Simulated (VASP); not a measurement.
Set up this calculation in VASP 6.6.1, as the native input.

| Quantity | Value |
| --- | --- |
| Task | single point |
| Functional | PBE |
| Potentials or basis | VASP PAW PBE potentials, release 64 (Pb_d, Se) |
| Cutoff | 520 eV |
| k mesh | 10 × 10 × 10 |
| Occupations | gaussian, width 0.03 eV |
| Spin | no spin polarisation |
| Dipole correction | no |
| Further INCAR settings | ALGO = Normal; EDIFF = 1e-06; NBANDS = 17 |

The structure of PbSe lies in POSCAR:

```
PbSe
1.0
    0.0000000000      3.0621500000      3.0621500000
    3.0621500000      0.0000000000      3.0621500000
    3.0621500000      3.0621500000      0.0000000000
Pb Se
1 1
Direct
    0.0000000000      0.0000000000      0.0000000000
    0.4693842562      0.4693842562      0.5306157438
```

This cell differs from its parent crystal: all Se atoms moved +0.188 Å, as atom 2 towards its neighbour atom 1 (Pb) at 3.062 Å.

One way to write it, as run:

INCAR

```
SYSTEM = PbSe
PREC     = Accurate       ! precision mode
ENCUT    = 520            ! plane-wave cutoff, eV
EDIFF    = 1E-6           ! SCF threshold, eV
ISMEAR   = 0              ! smearing method
SIGMA    = 0.03           ! smearing width, eV
LREAL    = .False.        ! projectors in reciprocal space
LASPH    = .True.         ! aspherical terms in the spheres
NELM     = 60             ! most SCF steps
ALGO     = Normal         ! electronic algorithm
ISIF     = 2              ! what is computed and relaxed
LWAVE    = .False.        ! write WAVECAR
LCHARG   = .False.        ! write CHGCAR
GGA      = PE             ! functional
NBANDS   = 17             ! bands
```

KPOINTS

```
regular mesh
0
Gamma
  10 10 10
  0 0 0
```

Potentials or basis: VASP PAW PBE potentials, release 64 (Pb_d, Se).

Run with:

```sh
$ cat potpaw_PBE.64/Pb_d/POTCAR potpaw_PBE.64/Se/POTCAR > POTCAR
$ mpirun -np 1 vasp_std > vasp.out
```

Results of the run:

```
Pressure               : 2.8 GPa
Largest force          : 0.216 eV/Å
Band gap on the k mesh : 0.64 eV, direct
```

Caveat: the cell differs from its parent crystal (all Se atoms moved +0.188 Å, as atom 2 towards its neighbour atom 1 (Pb) at 3.062 Å); spin-orbit coupling is left out, which moves the levels of the heavy elements.

Run time: 51 s on 1 thread of Intel(R) Xeon(R) Platinum 8259CL CPU @ 2.50GHz (Skylake/Cascade Lake), on a shared host, peak memory 0.24 GiB.
